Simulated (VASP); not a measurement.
# C in VASP: notebook

The runs below take C through single point, relaxation of the atoms, with PBE.

Everything below comes from runs of VASP 6.6.1. Logs are shortened: lines on timing, memory, paths and dates and some standing lists are left out, and cuts for length are marked.

## (1) The cell of the first run

Symmetry: P6_3/mmc, No. 194, hexagonal system. The conventional cell has a = 2.470 Å, b = 2.470 Å, c = 6.790 Å, α = 90.00°, β = 90.00°, γ = 120.00°. Within 1.9 Å of C (site symmetry -6m2) lie 3 C at 1.43 Å. C (site symmetry -6m2) has 3 C at 1.43 Å within 1.9 Å.

## (2) Single point, PBE

The input, INCAR:

```
SYSTEM = C
PREC = Accurate ; ENCUT = 520
EDIFF = 1E-6 ; ISMEAR = -1
SIGMA = 0.05 ; LREAL = .FALSE.
LASPH = .TRUE. ; NELM = 80
ALGO = Normal ; ISIF = 2
LWAVE = .FALSE. ; LCHARG = .FALSE.
GGA = PE ; NBANDS = 16
```

The input, KPOINTS:

```
regular mesh
0
G
  15 15 5
  0 0 0
```

The input, POSCAR:

```
C
1.0
    2.4700000000      0.0000000000      0.0000000000
   -1.2350000000      2.1390827473      0.0000000000
    0.0000000000      0.0000000000      6.7900000000
C
4
Direct
    0.0000000000      0.0000000000      0.0024974403
    0.0000000000      0.0000000000      0.5024974403
    0.3333333333      0.6666666667      0.0025025597
    0.6666666667      0.3333333333      0.5025025597
```

Potentials or basis: VASP PAW PBE potentials, release 64 (C).

The run is started by

```console
$ cat potpaw_PBE.64/C/POTCAR > POTCAR
$ mpirun -np 1 vasp_std > vasp.out
```

OUTCAR:

```text
SYSTEM = C
   PREC = Accurate
   ENCUT = 520
   EDIFF = 1E-6
   ISMEAR = -1
   LREAL = .FALSE.
   LASPH = .TRUE.
   NELM = 80
   ISIF = 2
   GGA = PE

 ion  position               nearest neighbor table
   1  0.000  0.000  0.002-   3 1.43   3 1.43   3 1.43
   2  0.000  0.000  0.502-   4 1.43   4 1.43   4 1.43
   3  0.333  0.667  0.003-   1 1.43   1 1.43   1 1.43
   4  0.667  0.333  0.503-   2 1.43   2 1.43   2 1.43

  LATTYP: Found a hexagonal cell.
 ALAT       =     2.4700000000
 C/A-ratio  =     2.7489878543

  Lattice vectors:

 A1 = (   2.4700000000,   0.0000000000,   0.0000000000)
 A2 = (  -1.2350000000,   2.1390827473,   0.0000000000)
 A3 = (   0.0000000000,   0.0000000000,   6.7900000000)

Analysis of symmetry for initial positions (statically):
=====================================================================
 Subroutine PRICEL returns:
 Original cell was already a primitive cell.

 Routine SETGRP: Setting up the symmetry group for a
 hexagonal supercell.

 Subroutine GETGRP returns: Found 12 space group operations
 (whereof  6 operations were pure point group operations)
 out of a pool of 24 trial point group operations.

The static configuration has the point symmetry C_3v.
 The point group associated with its full space group is C_6v.

Analysis of symmetry for dynamics (positions and initial velocities):
=====================================================================
 Subroutine PRICEL returns:
 Original cell was already a primitive cell.

 Routine SETGRP: Setting up the symmetry group for a
 hexagonal supercell.

 Subroutine GETGRP returns: Found 12 space group operations
 (whereof  6 operations were pure point group operations)
 out of a pool of 24 trial point group operations.

The dynamic configuration has the point symmetry C_3v.
 The point group associated with its full space group is C_6v.

 Subroutine INISYM returns: Found 12 space group operations
 (whereof  6 operations are pure point group operations),
 and found     1 'primitive' translations

----------------------------------------------------------------------------------------

                                     Primitive cell

  volume of cell :      35.8752

  direct lattice vectors                    reciprocal lattice vectors
     2.470000000  0.000000000  0.000000000     0.404858300  0.233745048  0.000000000
    -1.235000000  2.139082747  0.000000000     0.000000000  0.467490097  0.000000000
     0.000000000  0.000000000  6.790000000     0.000000000  0.000000000  0.147275405

  length of vectors
     2.470000000  2.470000000  6.790000000     0.467490097  0.467490097  0.147275405

  position of ions in fractional coordinates (direct lattice)
     0.000000000  0.000000000  0.002497440
     0.000000000  0.000000000  0.502497440
     0.333333333  0.666666667  0.002502560
     0.666666667  0.333333333  0.502502560

  ion indices of the primitive-cell ions
   primitive index   ion index
                 1           1
                 2           2
                 3           3
                 4           4

----------------------------------------------------------------------------------------

 KPOINTS: regular mesh

Automatic generation of k-mesh.
 Grid dimensions read from file:
 generate k-points for:   15   15    5

 Generating k-lattice:

  Cartesian coordinates                     Fractional coordinates (reciprocal lattice)
     0.026990553  0.015583003  0.000000000     0.066666667 -0.000000000  0.000000000
     0.000000000  0.031166006  0.000000000     0.000000000  0.066666667  0.000000000
     0.000000000  0.000000000  0.029455081     0.000000000  0.000000000  0.200000000

  Length of vectors
     0.031166006  0.031166006  0.029455081

  Shift w.r.t. Gamma in fractional coordinates (k-lattice)
     0.000000000  0.000000000  0.000000000

 Subroutine IBZKPT returns following result:
 ===========================================

 Found     81 irreducible k-points:

 Following reciprocal coordinates:
            Coordinates               Weight
  0.000000  0.000000  0.000000      1.000000
  0.066667  0.000000  0.000000      6.000000
  0.133333 -0.000000  0.000000      6.000000
  0.200000  0.000000  0.000000      6.000000
  0.266667 -0.000000  0.000000      6.000000
  0.333333  0.000000  0.000000      6.000000
[... 16 lines left out ...]
  0.333333  0.200000  0.000000     12.000000
  0.400000  0.200000  0.000000      6.000000
 [... further k-points ...]
   k-points           NKPTS =     81   k-points in BZ     NKDIM =     81   number of bands    NBANDS=     16
   number of dos      NEDOS =    301   number of ions     NIONS =      4
   total plane-waves  NPLWV =  16200
   dimension x,y,z NGX =    18 NGY =   18 NGZ =   50
   dimension x,y,z NGXF=    36 NGYF=   36 NGZF=  100
   ions per type =               4
   NGX,Y,Z   is equivalent  to a cutoff of  12.12, 12.12, 12.24 a.u.
   NGXF,Y,Z  is equivalent  to a cutoff of  24.23, 24.23, 24.48 a.u.
 SYSTEM =  C
   PREC   = accura    normal or accurate (medium, high low for compatibility)
   ISTART =      0    job   : 0-new  1-cont  2-samecut
   ICHARG =      2    charge: 1-file 2-atom 10-const
   ISPIN  =      1    spin polarized calculation?
   LNONCOLLINEAR =      F non collinear calculations
   LSORBIT =      F    spin-orbit coupling
   LASPH  =      T    aspherical Exc in radial PAW
   ENCUT  =  520.0 eV  38.22 Ry    6.18 a.u.   4.59  4.59 12.62*2*pi/ulx,y,z
   NELM   =     80;   NELMIN=  2; NELMDL= -5     # of ELM steps
   EDIFF  = 0.1E-05   stopping-criterion for ELM
   LREAL  =      F    real-space projection
   EDIFFG = 0.1E-04   stopping-criterion for IOM
   NSW    =      0    number of steps for IOM
   IBRION =     -1    ionic relax: 0-MD 1-quasi-New 2-CG
   NFREE  =      0    steps in history (QN), initial steepest desc. (CG)
   ISIF   =      2    stress and relaxation
   ISYM   =      2    0-nonsym 1-usesym 2-fastsym
   POTIM  = 0.5000    time-step for ionic-motion
   TEBEG  =    0.0;   TEEND  =   0.0 temperature during run
   PSTRESS=    0.0 pullay stress
   NELECT =      16.0000    total number of electrons
   NUPDOWN=      -1.0000    fix difference up-down
   EMIN   =  10.00;   EMAX   =-10.00  energy-range for DOS
   EFERMI =   0.00;   METHOD = LEGACY
   ISMEAR =    -1;   SIGMA  =   0.05  broadening in eV -4-tet -1-fermi 0-gaus
   EFERMI_NEDOS =   21; number of points for ismear=-14 and -15
   IALGO  =     38    algorithm
   IMIX   =      4    mixing-type and parameters
     AMIX     =   0.40;   BMIX     =  1.00
     AMIX_MAG =   1.60;   BMIX_MAG =  1.00
  volume/ion in A,a.u.               =       8.97        60.52
  Fermi-wavevector in a.u.,A,eV,Ry     =   1.250787  2.363645 21.285884  1.564468
  Thomas-Fermi vector in A             =   2.384765
   LORBIT       =      0    0 simple, 1 ext, 2 COOP (PROOUT), +10 PAW based schemes
   GGA     = PE    functional components
   LHFCALC =     F    Hartree Fock is set to
   AEXX    =    0.0000 exact exchange contribution
   IVDW    =     0    specifies the selected vdW correction
   LEPSILON=     F    determine dielectric tensor
   LRPA    =     F    only Hartree local field effects (RPA)
 non-spin polarized calculation
  energy-cutoff  :      520.00
  volume of cell :       35.88
 maximum number of plane-waves:       986
   NGX =  9   NGY =  9   NGZ = 25

 number of electron      15.9999995 magnetization

 Free energy of the ion-electron system (eV)
  ---------------------------------------------------
  ext. energy  EPLUGINS =         0.00000000
  ---------------------------------------------------
  free energy    TOTEN  =       -36.85152405 eV

  energy without entropy =      -36.85022970  energy(sigma->0) =      -36.85087688

 E-fermi :   4.5350     XC(G=0): -10.2298

 val. band max:        4.5304930708   @ k =   0.3333   0.3333   0.2000
 cond. band min:       4.5468516446   @ k =   0.3333   0.3333   0.4000
 fundamental gap:      0.0163585738
 Fermi energy:         4.5350475143

 k-point     1 :       0.0000    0.0000    0.0000
  band No.  band energies     occupation
      1     -15.0540      2.00000
      2     -14.7795      2.00000
      3      -3.8868      2.00000
      4      -2.0315      2.00000
      5       1.5168      2.00000
      6       1.5168      2.00000
[... 8 lines left out ...]
     15      15.8316      0.00000
     16      16.0251      0.00000

 k-point     2 :       0.0667    0.0000    0.0000
  band No.  band energies     occupation
      1     -14.9483      2.00000
      2     -14.6756      2.00000
      3      -3.7587      2.00000
      4      -1.9114      2.00000
      5       1.0883      2.00000
      6       1.1141      2.00000
[... 8 lines left out ...]
     15      15.4588      0.00000
     16      15.6741      0.00000

 k-point     3 :       0.1333   -0.0000    0.0000
  band No.  band energies     occupation
      1     -14.6321      2.00000
      2     -14.3647      2.00000
      3      -3.3762      2.00000
      4      -1.5536      2.00000
      5      -0.0474      2.00000
      6      -0.0013      2.00000
[... 8 lines left out ...]
     15      14.6896      0.00000
     16      15.2496      0.00000

 k-point     4 :       0.2000    0.0000    0.0000
  band No.  band energies     occupation
      1     -14.1076      2.00000
      2     -13.8491      2.00000
      3      -2.7449      2.00000
      4      -1.6029      2.00000
      5      -1.5322      2.00000
      6      -0.9670      2.00000
[... 8 lines left out ...]
     15      16.2998      0.00000
     16      16.3431      0.00000
[... 324 lines left out ...]
 k-point    22 :       0.2667    0.2000    0.0000
  band No.  band energies     occupation
      1     -11.2527      2.00000
      2     -11.0423      2.00000
      3      -5.6931      2.00000
      4      -5.5978      2.00000
      5      -3.7295      2.00000
      6      -3.6601      2.00000
[... 8 lines left out ...]
     15      17.1360      0.00000
     16      17.9270      0.00000

 k-point    23 :       0.3333    0.2000    0.0000
  band No.  band energies     occupation
      1     -10.1022      2.00000
      2      -9.9157      2.00000
      3      -7.1261      2.00000
      4      -6.9972      2.00000
      5      -4.1655      2.00000
      6      -4.0772      2.00000
[... 8 lines left out ...]
     15      17.0442      0.00000
     16      17.3956      0.00000

 k-point    24 :       0.4000    0.2000    0.0000
  band No.  band energies     occupation
      1      -9.1431      2.00000
      2      -9.0470      2.00000
      3      -8.1146      2.00000
      4      -8.0534      2.00000
      5      -4.3006      2.00000
      6      -4.2075      2.00000
[... 8 lines left out ...]
     15      16.5746      0.00000
     16      16.6557      0.00000

 [... further k-points ...]

------------------------ aborting loop because EDIFF is reached ----------------------------------------

  FORCE on cell =-STRESS in cart. coord.  units (eV):
  Direction    XX          YY          ZZ          XY          YZ          ZX
  --------------------------------------------------------------------------------------
  -------------------------------------------------------------------------------------
  Total       -0.3001089     -0.3001089      0.6598337      0.0000000      0.0000000      0.0000000
  in kB      -13.4027873    -13.4027873     29.4680056      0.0000000      0.0000000      0.0000000
  external PRESSURE =       0.8874770 kB  Pullay stress =       0.0000000 kB

 VOLUME and BASIS-vectors are now :
 -----------------------------------------------------------------------------
  energy-cutoff  :      520.00
  volume of cell :       35.88
      direct lattice vectors                 reciprocal lattice vectors
     2.470000000  0.000000000  0.000000000     0.404858300  0.233745048  0.000000000
    -1.235000000  2.139082747  0.000000000     0.000000000  0.467490097  0.000000000
     0.000000000  0.000000000  6.790000000     0.000000000  0.000000000  0.147275405

 POSITION                                       TOTAL-FORCE (eV/Angst)
 -----------------------------------------------------------------------------------
      0.00000      0.00000      0.01696        -0.000000     -0.000000      0.000582
      0.00000      0.00000      3.41196         0.000000      0.000000      0.000582
     -0.00000      1.42606      0.01699         0.000000     -0.000000     -0.000582
      1.23500      0.71303      3.41199        -0.000000      0.000000     -0.000582
 -----------------------------------------------------------------------------------
    total drift:                                0.000000      0.000000      0.000146

  FREE ENERGIE OF THE ION-ELECTRON SYSTEM (eV)
  ---------------------------------------------------
  free  energy   TOTEN  =       -36.8515240497 eV

  energy  without entropy=      -36.8502297014  energy(sigma->0) =      -36.85087688
```

It took 23 s on 1 thread of AMD EPYC 7R13 (Zen 3), shared host; peak memory 0.12 GiB.

What came out:

- Free energy: -36.8515 eV
- Pressure: 0.1 GPa
- Band gap on the k mesh: zero (bands 8 and 9 overlap by 0.03 eV)

Levels at points of the mesh, in eV from the Fermi level:
```
           k point  band 5  band 6  band 7  band 8  band 9  band 10  band 11  band 12
(0.00, 0.00, 0.00)   -3.02   -3.02   -3.00   -3.00    4.22     8.29     8.29     8.33
```

Caveat: this functional lacks dispersion, which binds the layers, so the pressure and a relaxed spacing across them are unreliable.

## (3) Relaxation of the atoms, PBE

The input, INCAR:

```
PREC     = Accurate       # precision mode
ENCUT    = 520            # plane-wave cutoff, eV
EDIFF    = 1E-6           # SCF threshold, eV
ISMEAR   = -1             # smearing method
SIGMA    = 0.05           # smearing width, eV
LREAL    = False          # projectors in reciprocal space
LASPH    = True           # aspherical terms in the spheres
NELM     = 100            # most SCF steps
ALGO     = Normal         # electronic algorithm
ISIF     = 2              # what is computed and relaxed
LWAVE    = False          # write WAVECAR
LCHARG   = False          # write CHGCAR
GGA      = PE             # functional
IBRION   = 2              # ionic algorithm
NSW      = 80             # ionic steps
EDIFFG   = -0.02          # ionic threshold
```

The input, KPOINTS:

```
regular mesh
0
Gamma
  15 15 5
```

The input, POSCAR:

```
C
1.0
    2.4700000000      0.0000000000      0.0000000000
   -1.2350000000      2.1390827473      0.0000000000
    0.0000000000      0.0000000000      6.7900000000
C
4
Direct
    0.0000000000      0.0000000000      0.0000000000
    0.0000000000      0.0000000000      0.5000000000
    0.3333333333      0.6666666667      0.0050000000
    0.6666666667      0.3333333333      0.5050000000
```

Potentials or basis: VASP PAW PBE potentials, release 64 (C).

The run is started by

```console
$ cat potpaw_PBE.64/C/POTCAR > POTCAR
$ mpirun -np 1 vasp_std > vasp.out
```

It took 31 s on 1 thread of AMD EPYC 7R13 (Zen 3), shared host; peak memory 0.12 GiB.

It converged, with:

* Free energy: -36.8515 eV
* Energy gained by relaxing: 4.8 meV/atom
* Ionic steps: 3
* Pressure after relaxing: 0.1 GPa
* Band gap on the k mesh: zero (bands 8 and 9 overlap by 0.03 eV)

Stress tensor (GPa, compression positive):
```
-1.34  0.00  0.00
 0.00 -1.34  0.00
 0.00  0.00  2.97
```

The path:
```
step  energy change (eV)  largest force (eV/Å)  pressure (GPa)
   1              0.0000                0.5675            0.04
   2             -0.0120                0.3470            0.08
   3             -0.0193                0.0006            0.10
```

Final structure:
```
CELL_PARAMETERS angstrom
2.47000 0.00000 0.00000
-1.23500 2.13908 0.00000
0.00000 0.00000 6.79000
ATOMIC_POSITIONS crystal
C 0.00000 0.00000 0.00250
C 0.00000 0.00000 0.50250
C 0.33333 0.66667 0.00250
C 0.66667 0.33333 0.50250
```

Levels at points of the mesh, in eV from the Fermi level:
| k point | band 5 | band 6 | band 7 | band 8 | band 9 | band 10 | band 11 | band 12 |
| --- | --- | --- | --- | --- | --- | --- | --- | --- |
| (0.00, 0.00, 0.00) | -3.02 | -3.02 | -3.00 | -3.00 | 4.22 | 8.29 | 8.29 | 8.33 |

Caveat: this functional lacks dispersion, which binds the layers, so the pressure and a relaxed spacing across them are unreliable.
